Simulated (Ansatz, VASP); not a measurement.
One calculation of ZrH, two programs

```
CELL_PARAMETERS angstrom
3.23558 0.00000 0.00000
0.00000 3.23558 0.00000
0.00000 0.00000 5.00147
ATOMIC_POSITIONS crystal
Zr 0.00000 0.50000 0.50000
Zr 0.50000 0.00000 0.00000
H 0.50000 0.50000 0.25000
H 0.50000 0.50000 0.75000
```

Alike in both runs: task electric field gradients; functional r2SCAN; k mesh 10 × 10 × 7; occupations fermi-dirac, width 0.08 eV; no spin polarisation.

```csv
,VASP,Ansatz
version,VASP 6.6.1,Ansatz 0.2.0
potentials or method,"VASP PAW PBE potentials, release 64 (Zr_sv, H), cutoff 520 eV","all-electron PAW with datasets made for the crystal, scalar-relativistic"
```

Ansatz gave:

- pressure (GPa): 0.2
- traceless stress, the component that is largest in VASP (GPa): -0.66
- size of Vzz on the site where it differs most (V/Å²): 67.4

Estimate VASP's values.

pressure (GPa): 0.2; traceless stress, the component that is largest in VASP (GPa): -0.68; size of Vzz on the site where it differs most (V/Å²): 69.2.

VASP's potentials were made for PBE, not for r2SCAN. Ansatz ran all-electron here, and VASP with PAW potentials.
